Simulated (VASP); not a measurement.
# Os: single point with PBEsol

Os:

```
CELL_PARAMETERS angstrom
0.00000 1.97060 1.97060
1.97060 0.00000 1.97060
1.97060 1.97060 0.00000
ATOMIC_POSITIONS crystal
Os 0.00000 0.00000 0.00000
```

This isn't the form of Os at room conditions, which is hcp.

```yaml
Program: VASP 6.6.1
Task: single point
Functional: PBEsol
Potentials_or_basis: VASP PAW PBE potentials, release 64 (Os)
Cutoff: 520 eV
k_mesh: 12 × 12 × 12
Occupations: fermi-dirac, width 0.01 eV
Spin: non-collinear spin, zero start, spin-orbit coupling
Starting_moments: "[[0.0, 0.0, 0.0]] μB"
```

```
Pressure                                              : -31.5 GPa
Net moment                                            : 0.00 μB per cell
Valence electrons inside the program's atomic spheres : Os 7.17
```

Moments on the atoms (μB; x, y, z):
```
Os  0.00 0.00 0.00
```

It took 55 s on 1 thread of Intel(R) Xeon(R) Platinum 8488C (Sapphire Rapids), on a shared host, peak memory 0.21 GiB.

Caveat: the cell stands under tension; the PAW data sets were made with another functional, which shifts forces and pressure a little.
